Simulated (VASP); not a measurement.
## Sr4CaCl10: single point with LDA

Sr4CaCl10:

```
Sr Ca Cl
1.0
     4.91583    0.00000    0.00000
     0.00000   -6.94696    0.00000
    -2.45791    3.47348  -12.24936
Sr Ca Cl
4 1 10
Direct
  0.90208 0.90208 0.80416
  0.30120 0.30120 0.60241
  0.69880 0.69880 0.39759
  0.09792 0.09792 0.19584
  0.50000 0.50000 0.00000
  0.59661 0.35055 0.19323
  0.80071 0.55199 0.60142
  0.19929 0.95057 0.39858
  0.00000 0.73958 0.00000
  0.40339 0.15733 0.80677
  0.59661 0.84267 0.19323
  0.80071 0.04943 0.60142
  0.19929 0.44801 0.39858
  0.00000 0.26042 0.00000
  0.40339 0.64945 0.80677
```

* Program: VASP 6.6.1
* Task: single point
* Functional: LDA
* Potentials or basis: VASP PAW LDA potentials, release 64 (Sr_sv, Ca_sv, Cl)
* Cutoff: 520 eV
* k mesh: 6 × 6 × 6
* Occupations: gaussian, width 0.05 eV
* Spin: no spin polarisation

| Quantity | Value |
| --- | --- |
| Pressure | -3.1 GPa |
| Largest force | 0.010 eV/Å |
| Band gap on the k mesh | 4.81 eV (least direct gap 4.86 eV) |

Forces on the atoms (eV/Å):
```
Sr   0.000  0.000 -0.008
Sr   0.000  0.000 -0.003
Sr   0.000  0.000  0.003
Sr   0.000  0.000  0.008
Ca   0.000  0.000  0.000
Cl   0.000 -0.006  0.008
Cl   0.000  0.006  0.000
Cl   0.000  0.006  0.000
Cl   0.000  0.001  0.000
Cl   0.000 -0.006 -0.008
Cl   0.000  0.006  0.008
Cl   0.000 -0.006  0.000
Cl   0.000 -0.006  0.000
Cl   0.000 -0.001  0.000
Cl   0.000  0.006 -0.008
```

Levels at points of the mesh, in eV from the valence-band top:
| k point | band 58 | band 59 | band 60 | band 61 | band 62 | band 63 |
| --- | --- | --- | --- | --- | --- | --- |
| (0.00, 0.00, 0.00) | -0.33 | -0.12 | -0.05 | 4.81 | 5.25 | 5.41 |
| (0.50, 0.00, 0.00) | -0.28 | -0.24 | 0.00 | 4.99 | 5.23 | 5.37 |
| (0.00, 0.50, 0.00) | -0.45 | -0.43 | -0.39 | 5.43 | 5.65 | 5.76 |
| (0.50, 0.50, 0.00) | -0.33 | -0.20 | -0.18 | 5.57 | 5.71 | 5.81 |
| (0.00, 0.00, 0.50) | -0.27 | -0.25 | 0.00 | 5.00 | 5.38 | 5.38 |

It took 6.6 min on 4 MPI ranks on AMD EPYC 9R45 96-Core Processor (Zen 5), on a shared host, peak memory 0.94 GiB a rank.

Caveat: the cell stands under tension. A k mesh can miss the band edges.
